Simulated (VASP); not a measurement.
Set up this calculation in VASP 6.6.1, as the native input.

```yaml
Task: single point
Functional: PBE
Potentials_or_basis: VASP PAW PBE potentials, release 64 (C)
Cutoff: 520 eV
k_mesh: 6 × 6 × 6
Occupations: gaussian, width 0.05 eV
Spin: no spin polarisation
Dipole_correction: no
Further_INCAR_settings: ALGO = Normal; EDIFF = 1e-07; NBANDS = 26
```

The structure of C lies in POSCAR:

```
C
1.0
    3.5714750638      0.0000000000      0.0000000000
    0.0000000000     -3.5714750638      0.0000000000
    0.0000000000      0.0000000000     -3.5714750638
C
8
Direct
    0.4870675223      0.0129324777      0.0129324777
    0.0000000000      0.5000000000      0.0000000000
    0.0000000000      0.0000000000      0.5000000000
    0.5000000000      0.5000000000      0.5000000000
    0.7500000000      0.7500000000      0.7500000000
    0.2500000000      0.2500000000      0.7500000000
    0.2500000000      0.7500000000      0.2500000000
    0.7500000000      0.2500000000      0.2500000000
```

This cell differs from its parent crystal: atom 1 (C) moved -0.080 Å towards its neighbour atom 5 (C) at 1.546 Å.

One way to write it, as run:

INCAR

```
ALGO = Normal
EDIFF = 1E-7
ENCUT = 520
GGA = PE
ISIF = 2
ISMEAR = 0
LASPH = True
LCHARG = True
LELF = True
LREAL = False
LVHAR = True
LWAVE = False
NBANDS = 26
NELM = 80
PREC = Accurate
SIGMA = 0.05
```

KPOINTS

```
k-points
0
Gamma
  6 6 6
```

Potentials or basis: VASP PAW PBE potentials, release 64 (C).

Launch:

```sh
$ cat potpaw_PBE.64/C/POTCAR > POTCAR
$ mpirun -np 1 vasp_std > vasp.out
```

It gave:

* Pressure: 1.3 GPa
* Largest force: 3.199 eV/Å
* Band gap on the k mesh: 3.75 eV

Caveat: the cell differs from its parent crystal (atom 1 (C) moved -0.080 Å towards its neighbour atom 5 (C) at 1.546 Å); forces of over 1 eV/Å act on the atoms, so gaps and moduli don't describe the material at rest.

Wall time 50 s on 1 thread of Intel Xeon 8259CL, with other jobs on the host, peak memory 0.16 GiB.
